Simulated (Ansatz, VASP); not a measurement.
# One calculation of MgO, two programs

```xyz
4
Lattice="3.2606 0.0000 0.0000 -1.6303 2.8237 0.0000 0.0000 0.0000 5.1523" Properties=species:S:1:pos:R:3 pbc="T T T"
Mg    0.0000    1.8825   -0.0419
Mg    1.6303    0.9412    2.5343
O     0.0000    1.8825    2.0658
O     1.6303    0.9412    4.6420
```

Alike in both runs: task single point; functional PBEsol; k mesh 9 × 9 × 6; occupations gaussian, width 0.05 eV; no spin polarisation.

|  | VASP | Ansatz |
| --- | --- | --- |
| version | VASP 6.6.1 | Ansatz 0.2.0 |
| potentials or method | VASP PAW PBE potentials, release 64 (Mg, O), cutoff 520 eV | scalar-relativistic, plane waves, PAW |
| valence electrons in the cell | 16 | 32 |

|  | VASP | Ansatz | Ansatz less VASP |
| --- | --- | --- | --- |
| gap on the k mesh at the Fermi level (eV) | 3.33 | 3.33 | +0.005 |
| least direct gap on the mesh (eV) | 3.33 | 3.33 | +0.005 |
| pressure (GPa) | 0.9 | 1.1 | +0.27 |
| traceless stress, the component that is largest in VASP (GPa) | -7.94 | -7.84 | +0.098 |
| rms of the force components (eV/Å) | 0.348 | 0.342 | -0.0059 |

VASP's potentials were made for PBE, not for PBEsol, and Ansatz warns of the same on its side. Atom by atom the forces differ by 0.006 eV/Å (rms over components). The functional is the same, so the differences come from potentials, cutoffs and numerics. VASP's potentials hold 16 valence electrons a cell and Ansatz's 32, so a difference there can come from the potentials and not from the codes.
